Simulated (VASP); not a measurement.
Here is a VASP 6.6.1 calculation.

INCAR

```
  PREC = Accurate
  ENCUT = 520
  EDIFF = 1E-6
  ISMEAR = 0
  SIGMA = 0.05
  LREAL = Auto
  LASPH = True
  NELM = 100
  ALGO = Normal
  ISIF = 2
  LWAVE = False
  LCHARG = False
  LDIPOL = True
  IDIPOL = 3
  DIPOL = 0.5 0.5 0.498
  GGA = PE
  IVDW = 12
  NBANDS = 114
```

Contents of KPOINTS:

```
regular mesh
0
Gamma
  2 2 1
```

POSCAR

```
SrO
1.0
    7.2816361937      0.0000000000      0.0000000000
    0.0000000000      7.2816361937      0.0000000000
    0.0000000000      0.0000000000     21.1488943307
Sr O
12 12
Direct
    0.2500000000      0.2500000000      0.3782703660
    0.2500000000      0.7500000000      0.3782703660
    0.7500000000      0.2500000000      0.3782703660
    0.7500000000      0.7500000000      0.3782703660
    0.5000000000      0.5000000000      0.4981232745
    0.5000000000      0.0000000000      0.4981232745
    0.0000000000      0.5000000000      0.4981232745
    0.0000000000      0.0000000000      0.4981232745
    0.7500000000      0.7500000000      0.6190924017
    0.7500000000      0.2500000000      0.6190924017
    0.2500000000      0.7500000000      0.6190924017
    0.2500000000      0.2500000000      0.6190924017
    0.5000000000      0.5000000000      0.3782703660
    0.5000000000      0.0000000000      0.3782703660
    0.0000000000      0.5000000000      0.3782703660
    0.0000000000      0.0000000000      0.3782703660
    0.7500000000      0.7500000000      0.4987030918
    0.7500000000      0.2500000000      0.4987030918
    0.2500000000      0.7500000000      0.4987030918
    0.2500000000      0.2500000000      0.4987030918
    0.0000000000      0.0000000000      0.6167329341
    0.0000000000      0.5000000000      0.6167329341
    0.5000000000      0.0000000000      0.6167329341
    0.5000000000      0.5000000000      0.6167329341
```

Potentials or basis: VASP PAW PBE potentials, release 64 (Sr_sv, O).

Command:

```sh
$ cat potpaw_PBE.64/Sr_sv/POTCAR potpaw_PBE.64/O/POTCAR > POTCAR
$ mpirun -np 1 vasp_std > vasp.out
```

Q: Predict the band gap on the k mesh.

A: 2.34 eV.

Q: What does it give for the largest force?

A: 0.289 eV/Å.

Forces on the atoms (eV/Å):
```
Sr   0.000  0.000 -0.289
Sr   0.000  0.000 -0.289
Sr   0.000  0.000 -0.289
Sr   0.000  0.000 -0.289
Sr   0.000  0.000  0.009
Sr   0.000  0.000  0.009
Sr   0.000  0.000  0.009
Sr   0.000  0.000  0.009
Sr   0.000  0.000  0.039
Sr   0.000  0.000  0.039
Sr   0.000  0.000  0.039
Sr   0.000  0.000  0.039
O    0.000  0.000  0.226
O    0.000  0.000  0.226
O    0.000  0.000  0.226
O    0.000  0.000  0.226
O    0.000  0.000 -0.012
O    0.000  0.000 -0.012
O    0.000  0.000 -0.012
O    0.000  0.000 -0.012
O    0.000  0.000  0.027
O    0.000  0.000  0.027
O    0.000  0.000  0.027
O    0.000  0.000  0.027
```

Caveat: the k points lie up to 0.43 Å⁻¹ apart.
